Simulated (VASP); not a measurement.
# LiF: single point with PBE

Crystal: LiF.

```xyz
4
Lattice="3.1600 0.0000 0.0000 -1.5800 2.7366 0.0000 0.0000 0.0000 4.7968" Properties=species:S:1:pos:R:3 pbc="T T T"
Li    0.0000    1.8244    1.6811
Li    1.5800    0.9122    4.0796
F     0.0000    1.8244    4.7677
F     1.5800    0.9122    2.3693
```

This cell differs from its parent crystal: atoms shifted along a free coordinate, c/a of the conventional cell at fixed volume 1.5180.

- Program: VASP 6.6.1
- Task: single point
- Functional: PBE
- Potentials or basis: VASP PAW PBE potentials, release 64 (Li_sv, F)
- Cutoff: 520 eV
- k mesh: 9 × 9 × 6
- Occupations: gaussian, width 0.05 eV
- Spin: no spin polarisation
- Dipole correction: no
- Further INCAR settings: ALGO = Normal; EDIFF = 1e-06; NBANDS = 18

```json
{"Largest force": "0.922 eV/Å", "Band gap on the k mesh": "7.64 eV"}
```

Forces on the atoms (eV/Å):
```
Li   0.000  0.000  0.922
Li   0.000  0.000  0.922
F    0.000  0.000 -0.922
F    0.000  0.000 -0.922
```

Levels at points of the mesh, in eV from the valence-band top:
```
           k point  band 6  band 7  band 8  band 9  band 10  band 11  band 12  band 13  band 14  band 15
(0.00, 0.00, 0.00)   -0.35   -0.35   -0.06    0.00     0.00     7.64    12.03    15.03    18.17    18.17
(0.00, 0.00, 0.50)   -0.99   -0.18   -0.18   -0.18    -0.18     9.25     9.25    17.93    17.93    18.42
```

It took 41 s on 1 thread of Intel Xeon 8259CL (shared host), peak memory 0.16 GiB.

 A k mesh can miss the band edges.
